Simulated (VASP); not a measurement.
# Ge (Fd-3m) in VASP: single point with PBEsol

Aim: the single point of Ge with PBEsol.

Everything below comes from runs of VASP 6.6.1. Logs are shortened: lines on timing, memory, paths and dates and some standing lists are left out, and cuts for length are marked.

## Step 1: The cell of the first run

Symmetry: Fd-3m, No. 227, cubic system. The conventional cell has a = 5.676 Å, b = 5.676 Å, c = 5.676 Å, α = 90.00°, β = 90.00°, γ = 90.00°. Within 3.2 Å of Ge (site symmetry -43m) lie 4 Ge at 2.46 Å.

## Step 2: Single point, PBEsol

Input file INCAR:

```
SYSTEM = Ge
PREC = Accurate ; ENCUT = 520
EDIFF = 1E-6 ; ISMEAR = -1
SIGMA = 0.02 ; LREAL = .FALSE.
LASPH = .TRUE. ; NELM = 80
ALGO = Normal ; ISIF = 2
LWAVE = .FALSE. ; LCHARG = .TRUE.
GGA = PS ; LELF = .TRUE.
LVHAR = .TRUE. ; NBANDS = 36
```

Input file KPOINTS:

```
regular mesh
0
G
  7 5 7
  0 0 0
```

Input file POSCAR:

```
Ge
1.0
   -2.8378164399      2.8378164399      0.0000000000
    0.0000000000      0.0000000000      5.6756328799
    2.8378164399      2.8378164399      0.0000000000
Ge
4
Direct
    0.5000000000      0.3750000000      0.2500000000
    0.0000000000      0.8750000000      0.7500000000
    0.0000000000      0.1250000000      0.2500000000
    0.5000000000      0.6250000000      0.7500000000
```

Potentials or basis: VASP PAW PBE potentials, release 64 (Ge_d).

Launch:

```console
$ cat potpaw_PBE.64/Ge_d/POTCAR > POTCAR
$ mpirun -np 1 vasp_std > vasp.out
```

OUTCAR:

```text
SYSTEM = Ge
   PREC = Accurate
   ENCUT = 520
   EDIFF = 1E-6
   ISMEAR = -1
   LREAL = .FALSE.
   LASPH = .TRUE.
   NELM = 80
   ISIF = 2
   GGA = PS

 ion  position               nearest neighbor table
   1  0.500  0.375  0.250-   3 2.46   4 2.46   4 2.46   3 2.46
   2  0.000  0.875  0.750-   3 2.46   4 2.46   3 2.46   4 2.46
   3  0.000  0.125  0.250-   1 2.46   2 2.46   2 2.46   1 2.46
   4  0.500  0.625  0.750-   1 2.46   2 2.46   1 2.46   2 2.46

  LATTYP: Found a simple tetragonal cell.
 ALAT       =     4.0132784968
 C/A-ratio  =     1.4142135624

  Lattice vectors:

 A1 = (   2.8378164399,  -2.8378164399,   0.0000000000)
 A2 = (   2.8378164399,   2.8378164399,   0.0000000000)
 A3 = (   0.0000000000,   0.0000000000,   5.6756328799)

Analysis of symmetry for initial positions (statically):
=====================================================================
 Subroutine PRICEL returns following result:

  LATTYP: Found a face centered cubic cell.
 ALAT       =     5.6756328799

  Lattice vectors:

 A1 = (   2.8378164399,   0.0000000000,   2.8378164400)
 A2 = (   2.8378164399,   2.8378164399,   0.0000000000)
 A3 = (   0.0000000000,   2.8378164399,   2.8378164399)

   2 primitive cells build up your supercell.

 Routine SETGRP: Setting up the symmetry group for a
 simple tetragonal supercell.

 Subroutine GETGRP returns: Found 16 space group operations
 (whereof  4 operations were pure point group operations)
 out of a pool of 16 trial point group operations.

The static configuration has the point symmetry C_2h.
 The point group associated with its full space group is D_4h.

Analysis of symmetry for dynamics (positions and initial velocities):
=====================================================================
 Subroutine PRICEL returns following result:

  LATTYP: Found a face centered cubic cell.
 ALAT       =     5.6756328799

  Lattice vectors:

 A1 = (   2.8378164399,   0.0000000000,   2.8378164400)
 A2 = (   2.8378164399,   2.8378164399,   0.0000000000)
 A3 = (   0.0000000000,   2.8378164399,   2.8378164399)

   2 primitive cells build up your supercell.

 Routine SETGRP: Setting up the symmetry group for a
 simple tetragonal supercell.

 Subroutine GETGRP returns: Found 16 space group operations
 (whereof  4 operations were pure point group operations)
 out of a pool of 16 trial point group operations.

The dynamic configuration has the point symmetry C_2h.
[... 92 lines left out ...]
   ISTART =      0    job   : 0-new  1-cont  2-samecut
   ICHARG =      2    charge: 1-file 2-atom 10-const
   ISPIN  =      1    spin polarized calculation?
   LNONCOLLINEAR =      F non collinear calculations
   LSORBIT =      F    spin-orbit coupling
   LASPH  =      T    aspherical Exc in radial PAW
   ENCUT  =  520.0 eV  38.22 Ry    6.18 a.u.   7.46 10.55  7.46*2*pi/ulx,y,z
   NELM   =     80;   NELMIN=  2; NELMDL= -5     # of ELM steps
   EDIFF  = 0.1E-05   stopping-criterion for ELM
   LREAL  =      F    real-space projection
   EDIFFG = 0.1E-04   stopping-criterion for IOM
   NSW    =      0    number of steps for IOM
   IBRION =     -1    ionic relax: 0-MD 1-quasi-New 2-CG
   NFREE  =      0    steps in history (QN), initial steepest desc. (CG)
   ISIF   =      2    stress and relaxation
   ISYM   =      2    0-nonsym 1-usesym 2-fastsym
   POTIM  = 0.5000    time-step for ionic-motion
   TEBEG  =    0.0;   TEEND  =   0.0 temperature during run
   PSTRESS=    0.0 pullay stress
   NELECT =      56.0000    total number of electrons
   NUPDOWN=      -1.0000    fix difference up-down
   EMIN   =  10.00;   EMAX   =-10.00  energy-range for DOS
   EFERMI =   0.00;   METHOD = LEGACY
   ISMEAR =    -1;   SIGMA  =   0.02  broadening in eV -4-tet -1-fermi 0-gaus
   EFERMI_NEDOS =   21; number of points for ismear=-14 and -15
   IALGO  =     38    algorithm
   IMIX   =      4    mixing-type and parameters
     AMIX     =   0.40;   BMIX     =  1.00
     AMIX_MAG =   1.60;   BMIX_MAG =  1.00
  volume/ion in A,a.u.               =      22.85       154.22
  Fermi-wavevector in a.u.,A,eV,Ry     =   1.390379  2.627435 26.302155  1.933154
  Thomas-Fermi vector in A             =   2.514320
   LORBIT       =      0    0 simple, 1 ext, 2 COOP (PROOUT), +10 PAW based schemes
   GGA     = PS    functional components
   LHFCALC =     F    Hartree Fock is set to
   AEXX    =    0.0000 exact exchange contribution
   IVDW    =     0    specifies the selected vdW correction
   LEPSILON=     F    determine dielectric tensor
   LRPA    =     F    only Hartree local field effects (RPA)
 non-spin polarized calculation
  energy-cutoff  :      520.00
  volume of cell :       91.41
 maximum number of plane-waves:      2489
 NGX is ok and might be reduce to    30
   NGX = 15   NGY = 21   NGZ = 15

 number of electron      55.9999987 magnetization

 Free energy of the ion-electron system (eV)
  ---------------------------------------------------
  ext. energy  EPLUGINS =         0.00000000
  ---------------------------------------------------
  free energy    TOTEN  =       -19.73379578 eV

  energy without entropy =      -19.73347055  energy(sigma->0) =      -19.73363317

 E-fermi :   4.7857     XC(G=0): -10.0831

 val. band max:        4.7718470749   @ k =   0.0000   0.0000   0.0000
 cond. band min:       4.9552049315   @ k =   0.4286   0.4000   0.0000
 fundamental gap:      0.1833578566
 Fermi energy:         4.7856773630

 k-point     1 :       0.0000    0.0000    0.0000
  band No.  band energies     occupation
      1     -20.0111      2.00000
      2     -20.0111      2.00000
      3     -19.9778      2.00000
      4     -19.9778      2.00000
      5     -19.9763      2.00000
      6     -19.9425      2.00000
[... 925 lines left out ...]
     35      10.3302      0.00000
     36      11.0373      0.00000

 [... further k-points ...]
[... 5 lines left out ...]
  --------------------------------------------------------------------------------------
  -------------------------------------------------------------------------------------
  Total        0.0194458      0.0194458     -0.1248142      0.0000000      0.0000000      0.0000000
  in kB        0.3408190      0.3408190     -2.1875691      0.0000000      0.0000000      0.0000000
  external PRESSURE =      -0.5019770 kB  Pullay stress =       0.0000000 kB

 VOLUME and BASIS-vectors are now :
 -----------------------------------------------------------------------------
  energy-cutoff  :      520.00
  volume of cell :       91.41
      direct lattice vectors                 reciprocal lattice vectors
    -2.837816440  2.837816440  0.000000000    -0.176191805  0.176191805  0.000000000
     0.000000000  0.000000000  5.675632880     0.000000000  0.000000000  0.176191805
     2.837816440  2.837816440  0.000000000     0.176191805  0.176191805  0.000000000

 POSITION                                       TOTAL-FORCE (eV/Angst)
 -----------------------------------------------------------------------------------
     -0.70945      2.12836      2.12836        -0.000000     -0.000000     -0.000000
      2.12836      2.12836      4.96618        -0.000000      0.000000      0.000000
      0.70945      0.70945      0.70945        -0.000000      0.000000     -0.000000
      0.70945      3.54727      3.54727         0.000000     -0.000000      0.000000
 -----------------------------------------------------------------------------------
    total drift:                                0.000000      0.000000      0.000000

  FREE ENERGIE OF THE ION-ELECTRON SYSTEM (eV)
  ---------------------------------------------------
  free  energy   TOTEN  =       -19.7337957839 eV

  energy  without entropy=      -19.7334705509  energy(sigma->0) =      -19.73363317
```

OSZICAR:

```text
N       E                     dE             d eps       ncg     rms          rms(c)
DAV:   1     0.476421170052E+03    0.47642E+03   -0.27965E+04  2524   0.424E+03
DAV:   2     0.628768181864E+02   -0.41354E+03   -0.40309E+03  2160   0.788E+02
DAV:   3    -0.156502500828E+02   -0.78527E+02   -0.77641E+02  2336   0.205E+02
DAV:   4    -0.199448149178E+02   -0.42946E+01   -0.42783E+01  2548   0.556E+01
DAV:   5    -0.200294934173E+02   -0.84678E-01   -0.84652E-01  2408   0.867E+00    0.457E+00
DAV:   6    -0.198280108642E+02    0.20148E+00   -0.95463E-02  2596   0.279E+00    0.260E+00
DAV:   7    -0.197311109367E+02    0.96900E-01   -0.13650E-01  2284   0.271E+00    0.203E-01
DAV:   8    -0.197333198715E+02   -0.22089E-02   -0.15385E-02  2456   0.126E+00    0.100E-01
DAV:   9    -0.197337713313E+02   -0.45146E-03   -0.44459E-04  2536   0.133E-01    0.242E-02
DAV:  10    -0.197337918236E+02   -0.20492E-04   -0.76297E-05  2808   0.119E-01    0.736E-03
DAV:  11    -0.197337954075E+02   -0.35839E-05   -0.66894E-06  1972   0.161E-02    0.258E-03
DAV:  12    -0.197337957839E+02   -0.37646E-06   -0.47373E-07  1428   0.628E-03
   1 F= -.19733796E+02 E0= -.19733633E+02  d E =-.325233E-03
```

stdout:

```text
POSCAR found type information on POSCAR Ge
 POSCAR found :  1 types and       4 ions
 scaLAPACK will be used
 -----------------------------------------------------------------------------
|                                                                             |
|                                                                             |
|     You enforced a specific xc type in the INCAR file but a different       |
|     I HOPE YOU KNOW WHAT YOU ARE DOING!                                     |
|                                                                             |
 -----------------------------------------------------------------------------

 LDA part: xc-table for (Slater+PW92), standard interpolation
 POSCAR, INCAR and KPOINTS ok, starting setup
 FFT: planning ... GRIDC
 FFT: planning ... GRID_SOFT
 FFT: planning ... GRID
 WAVECAR not read
 entering main loop
```

Wall time 1.8 min (1 thread of AMD EPYC 7R13, shared host); peak memory 0.19 GiB.

What came out:

```
Free energy            : -19.7338 eV
Pressure               : -0.1 GPa
Band gap on the k mesh : zero (filled and empty bands touch)
```

Levels at points of the mesh, in eV from the Fermi level:
```
           k point  band 25  band 26  band 27  band 28  band 29  band 30  band 31  band 32
(0.00, 0.00, 0.00)    -3.07    -0.11    -0.01    -0.01    -0.01     0.66     0.66     2.51
```

Caveat: the PAW data sets were made with another functional, which shifts forces and pressure a little.
